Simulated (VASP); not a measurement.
# Al2O (antifluorite type) (Fm-3m) in VASP: further runs

The runs below take Al2O (antifluorite type) through single point, with PBE.

Program: VASP 6.6.1. These are calculated values, not measurements. Logs are shortened: lines on timing, memory, paths and dates and some standing lists are left out, and cuts for length are marked.

### Step 1. The cell of the first run

It takes space group Fm-3m (No. 225, cubic). Conventional cell: a = 5.696 Å, b = 5.696 Å, c = 5.696 Å, α = 90.00°, β = 90.00°, γ = 90.00°. Al (site symmetry -43m) has 4 O at 2.47 Å and 6 Al at 2.85 Å within 3.3 Å. Within 3.3 Å of O (site symmetry m-3m) lie 8 Al at 2.47 Å.

### Step 2. Single point, PBE

INCAR reads:

```
PREC     = Accurate       # precision mode
ENCUT    = 600            # plane-wave cutoff, eV
EDIFF    = 1E-6           # SCF threshold, eV
ISMEAR   = -1             # smearing method
SIGMA    = 0.06122561905347299 # smearing width, eV
LREAL    = False          # projectors in reciprocal space
LASPH    = True           # aspherical terms in the spheres
NELM     = 120            # most SCF steps
ALGO     = Normal         # electronic algorithm
ISIF     = 2              # what is computed and relaxed
LWAVE    = False          # write WAVECAR
LCHARG   = False          # write CHGCAR
GGA      = PE             # functional
NBANDS   = 13             # bands
GGA_COMPAT= False
```

KPOINTS reads:

```
Automatic mesh
0
Gamma
  33 33 33
```

POSCAR reads:

```
Al2O
1.0
    0.0000000000      2.8481849359      2.8481849359
    2.8481849359      0.0000000000      2.8481849359
    2.8481849359      2.8481849359      0.0000000000
Al O
2 1
Direct
    0.2500000000      0.2500000000      0.2500000000
    0.7500000000      0.7500000000      0.7500000000
    0.0000000000      0.0000000000      0.0000000000
```

Potentials or basis: VASP PAW PBE potentials, release 64 (Al, O).

Run with:

```bash
cat potpaw_PBE.64/Al/POTCAR potpaw_PBE.64/O/POTCAR > POTCAR
mpirun -np 1 vasp_std > vasp.out
```

OUTCAR:

```text
PREC = Accurate
   ENCUT = 600
   EDIFF = 1E-6
   ISMEAR = -1
   LREAL = False
   LASPH = True
   NELM = 120
   ISIF = 2
   GGA = PE

 ion  position               nearest neighbor table
   1  0.250  0.250  0.250-   3 2.47   3 2.47   3 2.47   3 2.47   2 2.85   2 2.85   2 2.85   2 2.85
                             2 2.85   2 2.85
   2  0.750  0.750  0.750-   3 2.47   3 2.47   3 2.47   3 2.47   1 2.85   1 2.85   1 2.85   1 2.85
                             1 2.85   1 2.85
   3  0.000  0.000  0.000-   2 2.47   2 2.47   2 2.47   1 2.47   2 2.47   1 2.47   1 2.47   1 2.47

  LATTYP: Found a face centered cubic cell.
 ALAT       =     5.6963698718

  Lattice vectors:

 A1 = (   0.0000000000,   2.8481849359,   2.8481849359)
 A2 = (   2.8481849359,   0.0000000000,   2.8481849359)
 A3 = (   2.8481849359,   2.8481849359,   0.0000000000)

Analysis of symmetry for initial positions (statically):
=====================================================================
 Subroutine PRICEL returns:
 Original cell was already a primitive cell.

 Routine SETGRP: Setting up the symmetry group for a
 face centered cubic supercell.

 Subroutine GETGRP returns: Found 48 space group operations
 (whereof 48 operations were pure point group operations)
 out of a pool of 48 trial point group operations.

The static configuration has the point symmetry O_h .

Analysis of symmetry for dynamics (positions and initial velocities):
=====================================================================
 Subroutine PRICEL returns:
 Original cell was already a primitive cell.

 Routine SETGRP: Setting up the symmetry group for a
 face centered cubic supercell.

 Subroutine GETGRP returns: Found 48 space group operations
 (whereof 48 operations were pure point group operations)
 out of a pool of 48 trial point group operations.

The dynamic configuration has the point symmetry O_h .

 Subroutine INISYM returns: Found 48 space group operations
 (whereof 48 operations are pure point group operations),
 and found     1 'primitive' translations

----------------------------------------------------------------------------------------

                                     Primitive cell

  volume of cell :      46.2098

  direct lattice vectors                    reciprocal lattice vectors
     0.000000000  2.848184936  2.848184936    -0.175550398  0.175550398  0.175550398
     2.848184936  0.000000000  2.848184936     0.175550398 -0.175550398  0.175550398
     2.848184936  2.848184936  0.000000000     0.175550398  0.175550398 -0.175550398

  length of vectors
     4.027941764  4.027941764  4.027941764     0.304062209  0.304062209  0.304062209

  position of ions in fractional coordinates (direct lattice)
     0.250000000  0.250000000  0.250000000
     0.750000000  0.750000000  0.750000000
     0.000000000  0.000000000  0.000000000

  ion indices of the primitive-cell ions
   primitive index   ion index
                 1           1
                 2           2
                 3           3

----------------------------------------------------------------------------------------

 KPOINTS: Automatic mesh

Automatic generation of k-mesh.
 Grid dimensions read from file:
 generate k-points for:   33   33   33

 Generating k-lattice:

  Cartesian coordinates                     Fractional coordinates (reciprocal lattice)
    -0.005319709  0.005319709  0.005319709     0.030303030  0.000000000  0.000000000
     0.005319709 -0.005319709  0.005319709     0.000000000  0.030303030  0.000000000
     0.005319709  0.005319709 -0.005319709     0.000000000  0.000000000  0.030303030

  Length of vectors
     0.009214006  0.009214006  0.009214006

  Shift w.r.t. Gamma in fractional coordinates (k-lattice)
     0.000000000  0.000000000  0.000000000

 Subroutine IBZKPT returns following result:
 ===========================================

 Found    969 irreducible k-points:

 Following reciprocal coordinates:
            Coordinates               Weight
  0.000000  0.000000  0.000000      1.000000
  0.030303  0.000000  0.000000      8.000000
  0.060606  0.000000  0.000000      8.000000
  0.090909  0.000000  0.000000      8.000000
  0.121212  0.000000  0.000000      8.000000
  0.151515  0.000000  0.000000      8.000000
[... 16 lines left out ...]
  0.181818  0.030303  0.000000     24.000000
  0.212121  0.030303  0.000000     24.000000
 [... further k-points ...]
   k-points           NKPTS =    969   k-points in BZ     NKDIM =    969   number of bands    NBANDS=     13
   number of dos      NEDOS =    301   number of ions     NIONS =      3
   total plane-waves  NPLWV =  32768
   dimension x,y,z NGX =    32 NGY =   32 NGZ =   32
   dimension x,y,z NGXF=    64 NGYF=   64 NGZF=   64
   ions per type =               2   1
   NGX,Y,Z   is equivalent  to a cutoff of  13.21, 13.21, 13.21 a.u.
   NGXF,Y,Z  is equivalent  to a cutoff of  26.41, 26.41, 26.41 a.u.
 SYSTEM =  unknown system
   PREC   = accura    normal or accurate (medium, high low for compatibility)
   ISTART =      0    job   : 0-new  1-cont  2-samecut
   ICHARG =      2    charge: 1-file 2-atom 10-const
   ISPIN  =      1    spin polarized calculation?
   LNONCOLLINEAR =      F non collinear calculations
   LSORBIT =      F    spin-orbit coupling
   LASPH  =      T    aspherical Exc in radial PAW
   ENCUT  =  600.0 eV  44.10 Ry    6.64 a.u.   8.04  8.04  8.04*2*pi/ulx,y,z
   NELM   =    120;   NELMIN=  2; NELMDL= -5     # of ELM steps
   EDIFF  = 0.1E-05   stopping-criterion for ELM
   LREAL  =      F    real-space projection
   EDIFFG = 0.1E-04   stopping-criterion for IOM
   NSW    =      0    number of steps for IOM
   IBRION =     -1    ionic relax: 0-MD 1-quasi-New 2-CG
   NFREE  =      0    steps in history (QN), initial steepest desc. (CG)
   ISIF   =      2    stress and relaxation
   ISYM   =      2    0-nonsym 1-usesym 2-fastsym
   POTIM  = 0.5000    time-step for ionic-motion
   TEBEG  =    0.0;   TEEND  =   0.0 temperature during run
   PSTRESS=    0.0 pullay stress
   NELECT =      12.0000    total number of electrons
   NUPDOWN=      -1.0000    fix difference up-down
   EMIN   =  10.00;   EMAX   =-10.00  energy-range for DOS
   EFERMI =   0.00;   METHOD = LEGACY
   ISMEAR =    -1;   SIGMA  =   0.06  broadening in eV -4-tet -1-fermi 0-gaus
   EFERMI_NEDOS =   21; number of points for ismear=-14 and -15
   IALGO  =     38    algorithm
   IMIX   =      4    mixing-type and parameters
     AMIX     =   0.40;   BMIX     =  1.00
     AMIX_MAG =   1.60;   BMIX_MAG =  1.00
  volume/ion in A,a.u.               =      15.40       103.95
  Fermi-wavevector in a.u.,A,eV,Ry     =   1.044457  1.973737 14.842454  1.090890
  Thomas-Fermi vector in A             =   2.179210
   LORBIT       =      0    0 simple, 1 ext, 2 COOP (PROOUT), +10 PAW based schemes
   GGA     = PE    functional components
   LHFCALC =     F    Hartree Fock is set to
   AEXX    =    0.0000 exact exchange contribution
   IVDW    =     0    specifies the selected vdW correction
   LEPSILON=     F    determine dielectric tensor
   LRPA    =     F    only Hartree local field effects (RPA)
 non-spin polarized calculation
  energy-cutoff  :      600.00
  volume of cell :       46.21
 maximum number of plane-waves:      1568
   NGX = 17   NGY = 17   NGZ = 17

 number of electron      12.0000002 magnetization

 Free energy of the ion-electron system (eV)
  ---------------------------------------------------
  ext. energy  EPLUGINS =         0.00000000
  ---------------------------------------------------
  free energy    TOTEN  =       -12.19176348 eV

  energy without entropy =      -12.15755813  energy(sigma->0) =      -12.17466081

 E-fermi :   6.2869     XC(G=0):  -9.9182

 val. band max:        6.2865324293   @ k =  -0.3636   0.3333   0.1515
 cond. band min:       6.2878976831   @ k =  -0.3333   0.2727   0.0000
 fundamental gap:      0.0013652538
 Fermi energy:         6.2868779515

 k-point     1 :       0.0000    0.0000    0.0000
  band No.  band energies     occupation
      1     -12.6468      2.00000
      2      -0.7121      2.00000
      3       1.8881      2.00000
      4       1.8881      2.00000
      5       1.8881      2.00000
      6       7.9401      0.00000
      7       7.9401      0.00000
      8       7.9401      0.00000
      9      10.6971      0.00000
     10      12.7173      0.00000
     11      12.7173      0.00000
     12      12.7173      0.00000
     13      13.0602      0.00000

 k-point     2 :       0.0303    0.0000    0.0000
  band No.  band energies     occupation
      1     -12.6447      2.00000
      2      -0.7248      2.00000
      3       1.8845      2.00000
      4       1.8845      2.00000
      5       1.9017      2.00000
      6       7.8727      0.00000
      7       7.9492      0.00000
      8       7.9492      0.00000
      9      10.7763      0.00000
     10      12.4851      0.00000
     11      12.4851      0.00000
     12      12.6967      0.00000
     13      13.3123      0.00000

 k-point     3 :       0.0606    0.0000    0.0000
  band No.  band energies     occupation
      1     -12.6385      2.00000
      2      -0.7616      2.00000
      3       1.8740      2.00000
      4       1.8740      2.00000
      5       1.9406      2.00000
      6       7.6948      0.00000
      7       7.9757      0.00000
      8       7.9757      0.00000
      9      10.9818      0.00000
     10      12.1613      0.00000
     11      12.1613      0.00000
     12      12.6485      0.00000
     13      13.6949      0.00000

 k-point     4 :       0.0909    0.0000    0.0000
  band No.  band energies     occupation
      1     -12.6283      2.00000
      2      -0.8189      2.00000
      3       1.8570      2.00000
      4       1.8570      2.00000
      5       1.9998      2.00000
      6       7.4554      0.00000
      7       8.0170      0.00000
      8       8.0170      0.00000
      9      11.2351      0.00000
     10      11.8558      0.00000
     11      11.8558      0.00000
     12      12.6171      0.00000
     13      14.0962      0.00000

 k-point     5 :       0.1212    0.0000    0.0000
  band No.  band energies     occupation
      1     -12.6144      2.00000
      2      -0.8916      2.00000
      3       1.8346      2.00000
      4       1.8346      2.00000
      5       2.0716      2.00000
      6       7.1962      0.00000
      7       8.0689      0.00000
      8       8.0689      0.00000
      9      11.4287      0.00000
     10      11.5818      0.00000
     11      11.5818      0.00000
     12      12.6847      0.00000
     13      14.4990      0.00000
[... 257 lines left out ...]
 k-point    22 :       0.1515    0.0303    0.0000
  band No.  band energies     occupation
      1     -12.6016      2.00000
      2      -0.9526      2.00000
      3       1.7853      2.00000
      4       1.8101      2.00000
      5       2.1645      2.00000
      6       7.0076      0.00002
      7       8.0845      0.00000
      8       8.1217      0.00000
      9      11.0248      0.00000
     10      11.5710      0.00000
     11      11.7361      0.00000
     12      12.8982      0.00000
     13      14.6095      0.00000

 k-point    23 :       0.1818    0.0303    0.0000
  band No.  band energies     occupation
      1     -12.5829      2.00000
      2      -1.0381      2.00000
      3       1.7532      2.00000
      4       1.7802      2.00000
      5       2.2414      2.00000
      6       6.7765      0.00067
      7       8.1329      0.00000
      8       8.1797      0.00000
      9      10.8224      0.00000
     10      11.5343      0.00000
     11      11.5484      0.00000
     12      13.2093      0.00000
     13      15.0184      0.00000

 k-point    24 :       0.2121    0.0303    0.0000
  band No.  band energies     occupation
      1     -12.5619      2.00000
      2      -1.1263      2.00000
      3       1.7199      2.00000
      4       1.7458      2.00000
      5       2.3093      2.00000
      6       6.5781      0.01704
      7       8.1751      0.00000
      8       8.2276      0.00000
      9      10.6726      0.00000
     10      11.3763      0.00000
     11      11.4480      0.00000
     12      13.5994      0.00000
     13      15.4015      0.00000

 [... further k-points ...]

------------------------ aborting loop because EDIFF is reached ----------------------------------------

  FORCE on cell =-STRESS in cart. coord.  units (eV):
  Direction    XX          YY          ZZ          XY          YZ          ZX
  --------------------------------------------------------------------------------------
  -------------------------------------------------------------------------------------
  Total       -0.0409330     -0.0409330     -0.0409330     -0.0000000     -0.0000000      0.0000000
  in kB       -1.4192204     -1.4192204     -1.4192204     -0.0000000     -0.0000000      0.0000000
  external PRESSURE =      -1.4192204 kB  Pullay stress =       0.0000000 kB

 VOLUME and BASIS-vectors are now :
 -----------------------------------------------------------------------------
  energy-cutoff  :      600.00
  volume of cell :       46.21
      direct lattice vectors                 reciprocal lattice vectors
     0.000000000  2.848184936  2.848184936    -0.175550398  0.175550398  0.175550398
     2.848184936  0.000000000  2.848184936     0.175550398 -0.175550398  0.175550398
     2.848184936  2.848184936  0.000000000     0.175550398  0.175550398 -0.175550398

 POSITION                                       TOTAL-FORCE (eV/Angst)
 -----------------------------------------------------------------------------------
      1.42409      1.42409      1.42409         0.000000      0.000000     -0.000000
      4.27228      4.27228      4.27228        -0.000000     -0.000000      0.000000
      0.00000      0.00000      0.00000         0.000000     -0.000000     -0.000000
 -----------------------------------------------------------------------------------
    total drift:                                0.000000     -0.000000      0.000000

  FREE ENERGIE OF THE ION-ELECTRON SYSTEM (eV)
  ---------------------------------------------------
  free  energy   TOTEN  =       -12.1917634848 eV

  energy  without entropy=      -12.1575581275  energy(sigma->0) =      -12.17466081
```

Run time: 6.3 min. Hardware: 1 thread of AMD EPYC 9R14 (Zen 4), shared host; peak memory 0.66 GiB.

Results:

```
Free energy            : -12.1918 eV
Pressure               : -0.1 GPa
Band gap on the k mesh : zero (bands 6 and 7 overlap by 2.00 eV)
```

Levels at points of the mesh, in eV from the Fermi level:
| k point | band 2 | band 3 | band 4 | band 5 | band 6 | band 7 | band 8 | band 9 | band 10 | band 11 |
| --- | --- | --- | --- | --- | --- | --- | --- | --- | --- | --- |
| (0.00, 0.00, 0.00) | -7.00 | -4.40 | -4.40 | -4.40 | 1.65 | 1.65 | 1.65 | 4.41 | 6.43 | 6.43 |

(Part 1 of 2 ends here.)
